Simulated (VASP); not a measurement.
# Ir (P6_3/mmc) in VASP: settings compared, part 2 of 2

VASP 6.6.1. The steps go on from the part before.

## Step 4: Single point, PBEsol

This run uses another cell than the first one, of 14.05 Å³/atom.

Contents of INCAR:

```
SYSTEM = Ir
PREC = Accurate ; ENCUT = 560
EDIFF = 1E-6 ; ISMEAR = -1
SIGMA = 0.05 ; LREAL = .False.
LASPH = .True. ; NELM = 120
ALGO = Normal ; ISIF = 2
LWAVE = .False. ; LCHARG = .False.
GGA = PS ; NBANDS = 24
GGA_COMPAT = .False.
```

Contents of KPOINTS:

```
regular mesh
0
Gamma
  11 11 6
  0 0 0
```

Contents of POSCAR:

```
Ir
1.0
    2.7148686916      0.0000000000      0.0000000000
   -1.3574343458      2.3511452549      0.0000000000
    0.0000000000      0.0000000000      4.4010985782
Ir
2
Direct
    0.3333333333      0.6666666667      0.2500000000
    0.6666666667      0.3333333333      0.7500000000
```

Potentials or basis: VASP PAW PBE potentials, release 64 (Ir_sv_GW).

Started as:

```console
cat potpaw_PBE.64/Ir_sv_GW/POTCAR > POTCAR
mpirun -np 1 vasp_std > vasp.out
```

OUTCAR:

```text
SYSTEM = Ir
   PREC = Accurate
   ENCUT = 560
   EDIFF = 1E-6
   ISMEAR = -1
   LREAL = .False.
   LASPH = .True.
   NELM = 120
   ISIF = 2
   GGA = PS

 ion  position               nearest neighbor table
   1  0.333  0.667  0.250-   2 2.70   2 2.70   2 2.70   2 2.70   2 2.70   2 2.70
   2  0.667  0.333  0.750-   1 2.70   1 2.70   1 2.70   1 2.70   1 2.70   1 2.70

  LATTYP: Found a hexagonal cell.
 ALAT       =     2.7148686916
 C/A-ratio  =     1.6211091873

  Lattice vectors:

 A1 = (   2.7148686916,   0.0000000000,   0.0000000000)
 A2 = (  -1.3574343458,   2.3511452549,   0.0000000000)
 A3 = (   0.0000000000,   0.0000000000,   4.4010985782)

Analysis of symmetry for initial positions (statically):
=====================================================================
 Subroutine PRICEL returns:
 Original cell was already a primitive cell.

 Routine SETGRP: Setting up the symmetry group for a
 hexagonal supercell.

 Subroutine GETGRP returns: Found 24 space group operations
 (whereof 12 operations were pure point group operations)
 out of a pool of 24 trial point group operations.

The static configuration has the point symmetry D_3d.
[... 160 lines left out ...]

  energy without entropy =      -20.60118426  energy(sigma->0) =      -20.61309350

 E-fermi :  12.9823     XC(G=0): -14.7517

 val. band max:       12.9813068470   @ k =   0.2727   0.0909   0.3333
 cond. band min:      13.0016098818   @ k =   0.1818   0.0000   0.5000
 fundamental gap:      0.0203030348
 Fermi energy:        12.9822834360

 k-point     1 :       0.0000    0.0000    0.0000
  band No.  band energies     occupation
      1     -80.1548      2.00000
      2     -80.0855      2.00000
      3     -37.3645      2.00000
      4     -36.6467      2.00000
      5     -36.6467      2.00000
      6     -36.5404      2.00000
[... 637 lines left out ...]
     23      28.2379      0.00000
     24      29.2182      0.00000

 [... further k-points ...]

------------------------ aborting loop because EDIFF is reached ----------------------------------------

  FORCE on cell =-STRESS in cart. coord.  units (eV):
  Direction    XX          YY          ZZ          XY          YZ          ZX
  --------------------------------------------------------------------------------------
  -------------------------------------------------------------------------------------
  Total        0.0215995      0.0215995      0.0168650      0.0000000     -0.0000000      0.0000000
  in kB        1.2318676      1.2318676      0.9618479      0.0000000     -0.0000000      0.0000000
  external PRESSURE =       1.1418610 kB  Pullay stress =       0.0000000 kB

 VOLUME and BASIS-vectors are now :
 -----------------------------------------------------------------------------
  energy-cutoff  :      560.00
  volume of cell :       28.09
      direct lattice vectors                 reciprocal lattice vectors
     2.714868692  0.000000000  0.000000000     0.368341940  0.212662318  0.000000000
    -1.357434346  2.351145255  0.000000000     0.000000000  0.425324636  0.000000000
     0.000000000  0.000000000  4.401098578     0.000000000  0.000000000  0.227215997

 POSITION                                       TOTAL-FORCE (eV/Angst)
 -----------------------------------------------------------------------------------
     -0.00000      1.56743      1.10027        -0.000000      0.000000      0.000000
      1.35743      0.78372      3.30082         0.000000     -0.000000      0.000000
 -----------------------------------------------------------------------------------
    total drift:                               -0.000001      0.000000     -0.000000

  FREE ENERGIE OF THE ION-ELECTRON SYSTEM (eV)
  ---------------------------------------------------
  free  energy   TOTEN  =       -20.6250027363 eV

  energy  without entropy=      -20.6011842558  energy(sigma->0) =      -20.61309350
```

OSZICAR:

```text
N       E                     dE             d eps       ncg     rms          rms(c)
DAV:   1     0.361242536731E+03    0.36124E+03   -0.26240E+04  3232   0.164E+03
DAV:   2    -0.128026467949E+02   -0.37405E+03   -0.36309E+03  3736   0.523E+02
DAV:   3    -0.230171404339E+02   -0.10214E+02   -0.10151E+02  3688   0.852E+01
DAV:   4    -0.230552025536E+02   -0.38062E-01   -0.38056E-01  3448   0.568E+00
DAV:   5    -0.230553442193E+02   -0.14167E-03   -0.14165E-03  3696   0.315E-01    0.105E+02
DAV:   6    -0.208498486131E+02    0.22055E+01   -0.38011E+00  3352   0.151E+01    0.554E+01
DAV:   7    -0.206702376743E+02    0.17961E+00   -0.12717E+00  3712   0.807E+00    0.109E+01
DAV:   8    -0.206264403510E+02    0.43797E-01   -0.16533E-01  3288   0.381E+00    0.151E+00
DAV:   9    -0.206254366878E+02    0.10037E-02   -0.35949E-03  3656   0.445E-01    0.105E+00
DAV:  10    -0.206250013868E+02    0.43530E-03   -0.72815E-04  3360   0.323E-01    0.578E-01
DAV:  11    -0.206250024170E+02   -0.10301E-05   -0.82242E-06  3768   0.298E-02    0.125E-01
DAV:  12    -0.206250027363E+02   -0.31935E-06   -0.76643E-07  2072   0.760E-03
   1 F= -.20625003E+02 E0= -.20613093E+02  d E =-.238185E-01
```

stdout:

```text
POSCAR found type information on POSCAR Ir
 POSCAR found :  1 types and       2 ions
 scaLAPACK will be used
 -----------------------------------------------------------------------------
|                                                                             |
|                                                                             |
|     You enforced a specific xc type in the INCAR file but a different       |
|     I HOPE YOU KNOW WHAT YOU ARE DOING!                                     |
|                                                                             |
 -----------------------------------------------------------------------------

 LDA part: xc-table for (Slater+PW92), standard interpolation
 POSCAR, INCAR and KPOINTS ok, starting setup
 FFT: planning ... GRIDC
 FFT: planning ... GRID_SOFT
 FFT: planning ... GRID
 WAVECAR not read
 entering main loop
```

It took 36 s on 1 thread of Intel Xeon Platinum 8488C (Sapphire Rapids), shared host; peak memory 0.18 GiB.

What came out:

```yaml
Free_energy: -20.6250 eV
Pressure: 0.1 GPa
Band_gap_on_the_k_mesh: zero (bands 17 and 18 overlap by 3.32 eV)
```

Caveat: the PAW data sets were made with another functional, which shifts forces and pressure a little; spin-orbit coupling is left out, which moves the levels of the heavy elements.

## Step 5: The runs side by side

```csv
level,potentials or basis,spin,cell,cutoff (eV),gap on the mesh (eV),pressure (GPa)
r2SCAN,"VASP PAW PBE potentials, release 64 (Ir)",off,"a = 2.770, b = 2.770, c = 4.492 Å, angles 90.0, 90.0, 120.0°, 2 atoms",550,none,-12.8
PBEsol,"VASP PAW PBE potentials, release 64 (Ir)","non-collinear, zero start, SOC","a = 2.751, b = 2.751, c = 4.462 Å, angles 90.0, 90.0, 120.0°, 2 atoms",500,-,-10.5
PBEsol,"VASP PAW PBE potentials, release 64 (Ir_sv_GW)",off,"a = 2.715, b = 2.715, c = 4.401 Å, angles 90.0, 90.0, 120.0°, 2 atoms",560,none,0.1
```

Alike in all rows: task single point; k mesh 11 × 11 × 6; smearing fermi-dirac 0.05 eV.

Caveats: the PAW data sets were made with another functional, which shifts forces and pressure a little; the cell stands under tension (at least some runs); spin-orbit coupling is left out, which moves the levels of the heavy elements (at least some runs).

Absolute energies hang on the potentials; compare differences alone.

The gap in the log of VASP goes by the Fermi energy; the results here count the filled bands.